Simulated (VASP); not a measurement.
**ZnS: relaxation of cell and atoms with PBEsol**

The system is ZnS.

```
CELL_PARAMETERS angstrom
0.00000 2.69368 2.69368
2.69368 0.00000 2.69368
2.69368 2.69368 0.00000
ATOMIC_POSITIONS crystal
Zn 0.00000 0.00000 0.00000
S 0.75000 0.75000 0.75000
```

```json
{
 "Program": "VASP 6.6.1",
 "Task": "relaxation of cell and atoms",
 "Functional": "PBEsol",
 "Potentials or basis": "VASP PAW PBE potentials, release 64 (Zn, S)",
 "Cutoff": "600 eV",
 "k mesh": "10 × 10 × 10",
 "Occupations": "gaussian, width 0.02 eV",
 "Spin": "no spin polarisation",
 "Dipole correction": "no",
 "Further INCAR settings": "ALGO = Normal; EDIFF = 1e-06; IBRION = 2; EDIFFG = -0.005; NSW = 100; ISIF = 3"
}
```

```json
{
  "Relaxed volume": "19.27 Å³/atom",
  "Relaxed cell": "a = 3.791 Å, b = 3.791 Å, c = 3.791 Å, α = 60.00°, β = 60.00°, γ = 60.00°",
  "Space group after relaxing (to 0.1 Å)": "F-43m (No. 216)",
  "Energy gained by relaxing": "1.0 meV/atom",
  "Ionic steps": "4",
  "Pressure after relaxing": "0.0 GPa",
  "Band gap on the k mesh": "2.08 eV"
}
```

The path:
```tsv
step	energy change (eV)	largest force (eV/Å)	pressure (GPa)	volume (Å³)
1	0.0000	0.0000	-1.07	39.09
2	-0.0019	0.0000	0.35	38.36
3	-0.0020	0.0000	0.05	38.51
4	-0.0020	0.0000	-0.04	38.54
```

Final structure:
```xyz
2
Lattice="0.0000 2.6809 2.6809 2.6809 0.0000 2.6809 2.6809 2.6809 0.0000" Properties=species:S:1:pos:R:3 pbc="T T T"
Zn    0.0000    0.0000    0.0000
S     4.0213    4.0213    4.0213
```

Levels at points of the mesh, in eV from the valence-band top:
```tsv
k point	band 6	band 7	band 8	band 9	band 10	band 11	band 12	band 13
(0.00, 0.00, 0.00)	-5.94	0.00	0.00	0.00	2.08	6.29	6.29	6.29
(0.50, 0.00, 0.00)	-5.74	-5.52	-0.91	-0.91	3.24	6.82	6.82	8.78
(0.50, 0.50, 0.00)	-5.72	-4.70	-2.34	-2.34	3.18	3.96	11.00	12.04
```

It took 37 s on 1 thread of Intel(R) Xeon(R) Platinum 8488C (Sapphire Rapids), with other jobs on the host, peak memory 0.19 GiB.

Caveat: the PAW data sets were made with another functional, which shifts forces and pressure a little.
